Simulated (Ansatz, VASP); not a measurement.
Two plane-wave programs on SnO2

File INCAR:

```
  PREC = Accurate
  ENCUT = 520
  EDIFF = 1E-6
  ISMEAR = 0
  SIGMA = 0.05
  LREAL = F
  LASPH = T
  NELM = 100
  ALGO = Normal
  ISIF = 2
  LWAVE = F
  LCHARG = T
  GGA = PE
  LELF = T
  LVHAR = T
  NBANDS = 35
```

Contents of KPOINTS:

```
regular mesh
0
Gamma
  10 10 10
```

The input POSCAR:

```
SnO2
1.0
   -2.0261375578      2.0261375578      5.1813791924
    2.0261375578     -2.0261375578      5.1813791924
    2.0261375578      2.0261375578     -5.1813791924
Sn O
2 4
Direct
    0.7500000000      0.2500000000      0.5000000000
    0.0000000000      0.0000000000      0.0000000000
    0.7975932597      0.7975932597      0.0000000000
    0.9524067403      0.4524067403      0.5000000000
    0.2024067403      0.2024067403      0.0000000000
    0.5475932597      0.0475932597      0.5000000000
```

Input for Ansatz:

```yaml
crystal:
  lattice:
    - [-2.0261375567, 2.0261375567, 5.1813792216]
    - [2.0261375567, -2.0261375567, 5.1813792216]
    - [2.0261375567, 2.0261375567, -5.1813792216]
  atoms:
    - { symbol: Sn, position: [0.75, 0.25, 0.5] }
    - { symbol: Sn, position: [0.0, 0.0, 0.0] }
    - { symbol: O, position: [0.7975932606, 0.7975932606, 0.0] }
    - { symbol: O, position: [0.9524067394, 0.4524067394, 0.5] }
    - { symbol: O, position: [0.2024067394, 0.2024067394, 0.0] }
    - { symbol: O, position: [0.5475932606, 0.0475932606, 0.5] }
basis:
  ecutwfc: 420
kpoints:
  mp_grid: { grid: [10, 10, 10] }
hamiltonian:
  xc: pbe
scf:
  occupations: { method: gaussian, width: 0.05 }
output:
  forces: true
  stress: true
  eigenvalues: true
```

Alike in both runs: task single point; functional PBE; k mesh 10 × 10 × 10; occupations gaussian, width 0.05 eV; no spin polarisation.

|  | VASP | Ansatz |
| --- | --- | --- |
| version | VASP 6.6.1 | Ansatz 0.2.0 |
| potentials or method | VASP PAW PBE potentials, release 64 (Sn_d, O), cutoff 520 eV | scalar-relativistic, plane waves, PAW |
| valence electrons in the cell | 52 | 52 |

|  | VASP | Ansatz | Ansatz less VASP |
| --- | --- | --- | --- |
| gap on the k mesh at the Fermi level (eV) | 1.31 | 1.32 | +0.012 |
| least direct gap on the mesh (eV) | 1.64 | 1.66 | +0.012 |
| pressure (GPa) | 0.6 | 0.0 | -0.53 |
| traceless stress, the component that is largest in VASP (GPa) | 0.15 | 0.00 | -0.156 |
| rms of the force components (eV/Å) | 0.012 | 0.000 | -0.0118 |

Atom by atom the forces differ by 0.012 eV/Å (rms over components).
